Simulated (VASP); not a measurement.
Wanted: the native input for a VASP 6.6.1 run.

| Property | Result |
| --- | --- |
| Task | single point |
| Functional | PBE |
| Potentials or basis | VASP PAW PBE potentials, release 64 (Sn_d, Te) |
| Cutoff | 520 eV |
| k mesh | 4 × 4 × 4 |
| Occupations | fermi-dirac, width 0.05 eV |
| Spin | no spin polarisation |
| Dipole correction | no |
| Further INCAR settings | ALGO = Normal; EDIFF = 1e-06; NBANDS = 24 |

The structure of SnTe3 lies in POSCAR:

```
SnTe3
1.0
    0.0000000000      3.8612200000      3.8612200000
    3.8612200000      0.0000000000      3.8612200000
    3.8612200000      3.8612200000      0.0000000000
Sn Te
1 3
Direct
    0.0000000000      0.0000000000      0.0000000000
    0.2500000000      0.2500000000      0.2500000000
    0.7500000000      0.7500000000      0.7500000000
    0.5000000000      0.5000000000      0.5000000000
```

One way to write it, as run:

INCAR

```
SYSTEM = SnTe3
PREC     = Accurate       ! precision mode
ENCUT    = 520            ! plane-wave cutoff, eV
EDIFF    = 1E-6           ! SCF threshold, eV
ISMEAR   = -1             ! smearing method
SIGMA    = 0.05           ! smearing width, eV
LREAL    = .FALSE.        ! projectors in reciprocal space
LASPH    = .TRUE.         ! aspherical terms in the spheres
NELM     = 60             ! most SCF steps
ALGO     = Normal         ! electronic algorithm
ISIF     = 2              ! what is computed and relaxed
LWAVE    = .FALSE.        ! write WAVECAR
LCHARG   = .FALSE.        ! write CHGCAR
GGA      = PE             ! functional
NBANDS   = 24             ! bands
```

KPOINTS

```
Automatic mesh
0
G
  4 4 4
  0 0 0
```

Potentials or basis: VASP PAW PBE potentials, release 64 (Sn_d, Te).

The run is started by

```sh
$ cat potpaw_PBE.64/Sn_d/POTCAR potpaw_PBE.64/Te/POTCAR > POTCAR
$ mpirun -np 1 vasp_std > vasp.out
```

Results of the run:

```
Pressure               : 0.3 GPa
Band gap on the k mesh : zero (band 16 reaches 8.10 eV, above the bottom of band 17 at 5.89 eV)
```

Caveat: spin-orbit coupling is left out, which moves the levels of the heavy elements.

It took 28 s on 1 thread of AMD EPYC 7R43 64-Core Processor (Zen 3) (shared host), peak memory 0.22 GiB.
